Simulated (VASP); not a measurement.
# Ag (Fm-3m) in VASP: single point with r2SCAN

Aim: the single point of Ag with r2SCAN.

Everything below comes from runs of VASP 6.6.1. Logs are shortened: lines on timing, memory, paths and dates and some standing lists are left out, and cuts for length are marked.

**1. The cell of the first run**

The structure is cubic, space group Fm-3m (No. 225). The conventional cell has a = 4.176 Å, b = 4.176 Å, c = 4.176 Å, α = 90.00°, β = 90.00°, γ = 90.00°. Ag (site symmetry m-3m) has 12 Ag at 2.95 Å within 3.9 Å.

**2. Single point, r2SCAN**

POSCAR reads:

```
Ag
1.0
    0.0000000000      2.0880218400      2.0880218400
    2.0880218400      0.0000000000      2.0880218400
    2.0880218400      2.0880218400      0.0000000000
Ag
1
Direct
    0.0000000000      0.0000000000      0.0000000000
```

INCAR.step1 reads:

```
SYSTEM = Ag
PREC = Accurate
ENCUT = 520
ISMEAR = 1
SIGMA = 0.2097
LREAL = .False.
LASPH = .True.
NELM = 100
NBANDS = 12
GGA = PE
ALGO = Normal
EDIFF = 1E-4
LWAVE = .True.
LCHARG = .False.
```

INCAR.step2 reads:

```
SYSTEM = Ag
PREC = Accurate
ENCUT = 520
EDIFF = 1E-6
ISMEAR = 1
SIGMA = 0.2097
LREAL = .False.
LASPH = .True.
NELM = 100
ALGO = Normal
ISIF = 2
LWAVE = .False.
LCHARG = .False.
METAGGA = R2SCAN
LMIXTAU = .True.
NBANDS = 12
ISTART = 1
```

KPOINTS reads:

```
Automatic mesh
0
Gamma
  10 10 10
  0 0 0
```

Potentials or basis: VASP PAW PBE potentials, release 64 (Ag).

Run with:

```sh
cat potpaw_PBE.64/Ag/POTCAR > POTCAR
cp INCAR.step1 INCAR
mpirun -np 1 vasp_std > vasp.out
cp INCAR.step2 INCAR
mpirun -np 1 vasp_std > vasp.out
```

OUTCAR:

```text
SYSTEM = Ag
   PREC = Accurate
   ENCUT = 520
   EDIFF = 1E-6
   ISMEAR = 1
   LREAL = .False.
   LASPH = .True.
   NELM = 100
   ISIF = 2
   METAGGA = R2SCAN
   ISTART = 1

 ion  position               nearest neighbor table
   1  0.000  0.000  0.000-

  LATTYP: Found a face centered cubic cell.
 ALAT       =     4.1760436800

  Lattice vectors:

 A1 = (   0.0000000000,   2.0880218400,   2.0880218400)
 A2 = (   2.0880218400,   0.0000000000,   2.0880218400)
 A3 = (   2.0880218400,   2.0880218400,   0.0000000000)

Analysis of symmetry for initial positions (statically):
=====================================================================
 Subroutine PRICEL returns:
 Original cell was already a primitive cell.

 Routine SETGRP: Setting up the symmetry group for a
 face centered cubic supercell.

 Subroutine GETGRP returns: Found 48 space group operations
 (whereof 48 operations were pure point group operations)
 out of a pool of 48 trial point group operations.

The static configuration has the point symmetry O_h .

Analysis of symmetry for dynamics (positions and initial velocities):
=====================================================================
 Subroutine PRICEL returns:
 Original cell was already a primitive cell.

 Routine SETGRP: Setting up the symmetry group for a
 face centered cubic supercell.

 Subroutine GETGRP returns: Found 48 space group operations
 (whereof 48 operations were pure point group operations)
 out of a pool of 48 trial point group operations.

The dynamic configuration has the point symmetry O_h .

 Subroutine INISYM returns: Found 48 space group operations
 (whereof 48 operations are pure point group operations),
 and found     1 'primitive' translations

----------------------------------------------------------------------------------------

                                     Primitive cell

  volume of cell :      18.2069

  direct lattice vectors                    reciprocal lattice vectors
     0.000000000  2.088021840  2.088021840    -0.239461097  0.239461097  0.239461097
     2.088021840  0.000000000  2.088021840     0.239461097 -0.239461097  0.239461097
     2.088021840  2.088021840  0.000000000     0.239461097  0.239461097 -0.239461097

  length of vectors
     2.952908805  2.952908805  2.952908805     0.414758786  0.414758786  0.414758786

  position of ions in fractional coordinates (direct lattice)
     0.000000000  0.000000000  0.000000000

  ion indices of the primitive-cell ions
   primitive index   ion index
                 1           1

----------------------------------------------------------------------------------------

 KPOINTS: Automatic mesh

Automatic generation of k-mesh.
 Grid dimensions read from file:
 generate k-points for:   10   10   10

 Generating k-lattice:

  Cartesian coordinates                     Fractional coordinates (reciprocal lattice)
    -0.023946110  0.023946110  0.023946110     0.100000000  0.000000000  0.000000000
     0.023946110 -0.023946110  0.023946110     0.000000000  0.100000000  0.000000000
     0.023946110  0.023946110 -0.023946110     0.000000000  0.000000000  0.100000000

  Length of vectors
     0.041475879  0.041475879  0.041475879

  Shift w.r.t. Gamma in fractional coordinates (k-lattice)
     0.000000000  0.000000000  0.000000000

 Subroutine IBZKPT returns following result:
 ===========================================

 Found     47 irreducible k-points:

 Following reciprocal coordinates:
            Coordinates               Weight
  0.000000  0.000000  0.000000      1.000000
  0.100000  0.000000  0.000000      8.000000
  0.200000  0.000000  0.000000      8.000000
  0.300000  0.000000  0.000000      8.000000
  0.400000  0.000000  0.000000      8.000000
  0.500000  0.000000  0.000000      4.000000
[... 16 lines left out ...]
  0.300000  0.300000  0.000000      6.000000
  0.400000  0.300000  0.000000     24.000000
 [... further k-points ...]
   k-points           NKPTS =     47   k-points in BZ     NKDIM =     47   number of bands    NBANDS=     12
   number of dos      NEDOS =    301   number of ions     NIONS =      1
   total plane-waves  NPLWV =  13824
   dimension x,y,z NGX =    24 NGY =   24 NGZ =   24
   dimension x,y,z NGXF=    48 NGYF=   48 NGZF=   48
   ions per type =               1
   NGX,Y,Z   is equivalent  to a cutoff of  13.51, 13.51, 13.51 a.u.
   NGXF,Y,Z  is equivalent  to a cutoff of  27.02, 27.02, 27.02 a.u.
 SYSTEM =  Ag
   PREC   = accura    normal or accurate (medium, high low for compatibility)
   ISTART =      1    job   : 0-new  1-cont  2-samecut
   ICHARG =      0    charge: 1-file 2-atom 10-const
   ISPIN  =      1    spin polarized calculation?
   LNONCOLLINEAR =      F non collinear calculations
   LSORBIT =      F    spin-orbit coupling
   LASPH  =      T    aspherical Exc in radial PAW
   ENCUT  =  520.0 eV  38.22 Ry    6.18 a.u.   5.49  5.49  5.49*2*pi/ulx,y,z
   NELM   =    100;   NELMIN=  2; NELMDL=  0     # of ELM steps
   EDIFF  = 0.1E-05   stopping-criterion for ELM
   LREAL  =      F    real-space projection
   EDIFFG = 0.1E-04   stopping-criterion for IOM
   NSW    =      0    number of steps for IOM
   IBRION =     -1    ionic relax: 0-MD 1-quasi-New 2-CG
   NFREE  =      0    steps in history (QN), initial steepest desc. (CG)
   ISIF   =      2    stress and relaxation
   ISYM   =      2    0-nonsym 1-usesym 2-fastsym
   POTIM  = 0.5000    time-step for ionic-motion
   TEBEG  =    0.0;   TEEND  =   0.0 temperature during run
   PSTRESS=    0.0 pullay stress
   NELECT =      11.0000    total number of electrons
   NUPDOWN=      -1.0000    fix difference up-down
   EMIN   =  10.00;   EMAX   =-10.00  energy-range for DOS
   EFERMI =   0.00;   METHOD = LEGACY
   ISMEAR =     1;   SIGMA  =   0.21  broadening in eV -4-tet -1-fermi 0-gaus
   EFERMI_NEDOS =   21; number of points for ismear=-14 and -15
   IALGO  =     38    algorithm
   IMIX   =      4    mixing-type and parameters
     AMIX     =   0.40;   BMIX     =  1.00
     AMIX_MAG =   1.60;   BMIX_MAG =  1.00
  volume/ion in A,a.u.               =      18.21       122.87
  Fermi-wavevector in a.u.,A,eV,Ry     =   1.383972  2.615328 26.060313  1.915379
  Thomas-Fermi vector in A             =   2.508520
   LORBIT       =      0    0 simple, 1 ext, 2 COOP (PROOUT), +10 PAW based schemes
   METAGGA = R2SCAN    functional components
   LHFCALC =     F    Hartree Fock is set to
   AEXX    =    0.0000 exact exchange contribution
   IVDW    =     0    specifies the selected vdW correction
   LEPSILON=     F    determine dielectric tensor
   LRPA    =     F    only Hartree local field effects (RPA)
 non-spin polarized calculation
 Methfessel and Paxton  Order N= 1 SIGMA  =   0.21
  energy-cutoff  :      520.00
  volume of cell :       18.21
 maximum number of plane-waves:       531
 NGX is ok and might be reduce to    24
   NGX = 11   NGY = 11   NGZ = 11

 number of electron      11.0000001 magnetization

 Free energy of the ion-electron system (eV)
  ---------------------------------------------------
  ext. energy  EPLUGINS =         0.00000000
  ---------------------------------------------------
  free energy    TOTEN  =       -21.33166835 eV

  energy without entropy =      -21.33269659  energy(sigma->0) =      -21.33201110

 E-fermi :   7.4640     XC(G=0): -12.5156

 val. band max:        7.4067620366   @ k =   0.5000   0.0000   0.0000
 cond. band min:       7.5661481365   @ k =   0.5000   0.3000   0.1000
 fundamental gap:      0.1593860998
 Fermi energy:         7.4640382382

 k-point     1 :       0.0000    0.0000    0.0000
  band No.  band energies     occupation
      1       0.0892      2.00000
      2       2.6525      2.00000
      3       2.6525      2.00000
      4       2.6525      2.00000
      5       3.5810      2.00000
      6       3.5810      2.00000
      7      24.0370      0.00000
      8      27.3471      0.00000
      9      27.3471      0.00000
     10      27.3471      0.00000
     11      32.1547      0.00000
     12      32.8046      0.00000

 k-point     2 :       0.1000    0.0000    0.0000
  band No.  band energies     occupation
      1       0.3894      2.00000
      2       2.5983      2.00000
      3       2.7270      2.00000
      4       2.7270      2.00000
      5       3.5573      2.00000
      6       3.5573      2.00000
      7      23.7665      0.00000
      8      25.3515      0.00000
      9      27.3797      0.00000
     10      27.3797      0.00000
     11      31.4427      0.00000
     12      32.5657      0.00000

 k-point     3 :       0.2000    0.0000    0.0000
  band No.  band energies     occupation
      1       1.1031      2.00000
      2       2.6603      2.00000
      3       2.8383      2.00000
      4       2.8383      2.00000
      5       3.5943      2.00000
      6       3.5943      2.00000
      7      20.5620      0.00000
      8      24.7801      0.00000
      9      27.2839      0.00000
     10      27.2839      0.00000
     11      30.4502      0.00000
     12      31.5443      0.00000

 k-point     4 :       0.3000    0.0000    0.0000
  band No.  band energies     occupation
      1       1.4008      2.00000
      2       2.7909      2.00000
      3       2.7909      2.00000
      4       3.7357      2.00000
      5       3.8579      2.00000
      6       3.8579      2.00000
      7      16.6491      0.00000
      8      24.2069      0.00000
      9      26.6790      0.00000
     10      26.6790      0.00000
     11      30.5883      0.00000
     12      30.5883      0.00000

 k-point     5 :       0.4000    0.0000    0.0000
  band No.  band energies     occupation
      1       1.2993      2.00000
      2       2.6795      2.00000
      3       2.6795      2.00000
      4       4.1741      2.00000
      5       4.1741      2.00000
      6       5.7803      2.00000
      7      13.0431      0.00000
      8      23.5319      0.00000
      9      25.8238      0.00000
     10      25.8238      0.00000
     11      30.2554      0.00000
     12      30.2554      0.00000
[... 228 lines left out ...]
      1       1.9578      2.00000
      2       2.4596      2.00000
      3       3.0214      2.00000
      4       3.1207      2.00000
      5       3.7392      2.00000
      6       6.9349      2.00208
      7      15.0400      0.00000
      8      18.6230      0.00000
      9      24.7702      0.00000
     10      25.2415      0.00000
     11      30.7515      0.00000
     12      32.6039      0.00000

 k-point    22 :      -0.2000    0.2000    0.0000
  band No.  band energies     occupation
      1       2.1293      2.00000
      2       2.2945      2.00000
      3       2.8602      2.00000
      4       3.2189      2.00000
      5       3.3145      2.00000
      6       5.2189      2.00000
      7      18.6597      0.00000
      8      18.9452      0.00000
      9      25.8974      0.00000
     10      27.6154      0.00000
     11      28.8561      0.00000
     12      32.8159      0.00000

 k-point    23 :       0.3000    0.3000    0.0000
  band No.  band energies     occupation
      1       1.6831      2.00000
      2       1.7277      2.00000
      3       3.7426      2.00000
      4       3.7426      2.00000
      5       4.0263      2.00000
      6       4.6625      2.00000
      7      20.9091      0.00000
      8      20.9091      0.00000
      9      21.2074      0.00000
     10      24.3188      0.00000
     11      24.8143      0.00000
     12      36.5606      0.00000

 k-point    24 :       0.4000    0.3000    0.0000
  band No.  band energies     occupation
      1       1.5649      2.00000
      2       1.6827      2.00000
      3       3.7033      2.00000
      4       3.7961      2.00000
      5       4.2670      2.00000
      6       6.3509      2.00000
      7      18.0487      0.00000
      8      19.0833      0.00000
      9      20.1324      0.00000
     10      24.4001      0.00000
     11      26.4859      0.00000
     12      36.4334      0.00000

 [... further k-points ...]
[... 5 lines left out ...]
  --------------------------------------------------------------------------------------
  -------------------------------------------------------------------------------------
  Total       -0.4922807     -0.4922807     -0.4922807      0.0000000     -0.0000000     -0.0000000
  in kB      -43.3199863    -43.3199863    -43.3199863      0.0000000     -0.0000000     -0.0000000
  external PRESSURE =     -43.3199863 kB  Pullay stress =       0.0000000 kB

 VOLUME and BASIS-vectors are now :
 -----------------------------------------------------------------------------
  energy-cutoff  :      520.00
  volume of cell :       18.21
      direct lattice vectors                 reciprocal lattice vectors
     0.000000000  2.088021840  2.088021840    -0.239461097  0.239461097  0.239461097
     2.088021840  0.000000000  2.088021840     0.239461097 -0.239461097  0.239461097
     2.088021840  2.088021840  0.000000000     0.239461097  0.239461097 -0.239461097

 POSITION                                       TOTAL-FORCE (eV/Angst)
 -----------------------------------------------------------------------------------
      0.00000      0.00000      0.00000        -0.000000     -0.000000     -0.000000
 -----------------------------------------------------------------------------------
    total drift:                               -0.000000     -0.000000     -0.000000

  FREE ENERGIE OF THE ION-ELECTRON SYSTEM (eV)
  ---------------------------------------------------
  free  energy   TOTEN  =       -21.3316683499 eV

  energy  without entropy=      -21.3326965859  energy(sigma->0) =      -21.33201110
```

Run time: 54 s. Hardware: 1 thread of AMD EPYC 7R43 (Zen 3), shared host; peak memory 0.11 GiB.

What came out:

```yaml
Free_energy: -21.3317 eV
Pressure: -4.3 GPa
```

Caveat: the PAW data sets were made with another functional, which shifts forces and pressure a little.
